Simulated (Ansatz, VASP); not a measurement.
## Two plane-wave programs on Mo

Contents of INCAR:

```
ALGO = Fast ; EDIFF = 1E-7
ENCUT = 520 ; GGA = CA
ISIF = 2 ; ISMEAR = 0
LASPH = T ; LCHARG = F
LREAL = F ; LWAVE = F
NBANDS = 13 ; NELM = 60
PREC = Accurate ; SIGMA = 0.15
```

KPOINTS

```
k-points
0
Gamma
  22 22 22
```

Contents of POSCAR:

```
Mo
1.0
   -0.7120601897      1.6762013889      1.6762013889
    1.6762013889     -0.7120601897      1.6762013889
    1.6762013889      1.6762013889     -0.7120601897
Mo
1
Direct
    0.0000000000      0.0000000000      0.0000000000
```

Input for Ansatz:

```yaml
crystal:
  lattice:
    - [-0.7120601897, 1.6762013889, 1.6762013889]
    - [1.6762013889, -0.7120601897, 1.6762013889]
    - [1.6762013889, 1.6762013889, -0.7120601897]
  atoms:
    - { symbol: Mo, position: [0.0, 0.0, 0.0] }
basis:
  ecutwfc: 420
kpoints:
  mp_grid: { grid: [22, 22, 22] }
hamiltonian:
  xc: lda
  pseudopotentials: { kind: paw, azcp: { folder: soft_1 } }
scf:
  occupations: { method: gaussian, width: 0.15 }
output:
  forces: true
  stress: true
  eigenvalues: true
```

Alike in both runs: task single point; functional LDA; k mesh 22 × 22 × 22; occupations gaussian, width 0.15 eV; no spin polarisation.

|  | VASP | Ansatz |
| --- | --- | --- |
| version | VASP 6.6.1 | Ansatz 0.2.0 |
| potentials or method | VASP PAW LDA potentials, release 64 (Mo_sv), cutoff 520 eV | scalar-relativistic, plane waves, PAW |
| valence electrons in the cell | 14 | 14 |

Ansatz gave:

```
gap on the k mesh at the Fermi level (eV)                     : none
pressure (GPa)                                                : 25.2
traceless stress, the component that is largest in VASP (GPa) : 8.71
```

What did VASP give for the same quantities?

gap on the k mesh at the Fermi level (eV): none; pressure (GPa): 26.6; traceless stress, the component that is largest in VASP (GPa): 8.77.

Ansatz warns that its potentials were made for another functional, while VASP's fit it. LDA's correlation is that of Perdew and Zunger in VASP and of Perdew and Wang (1992) in Ansatz. A gap of «none» marks a metal or a gap that the smearing closes.
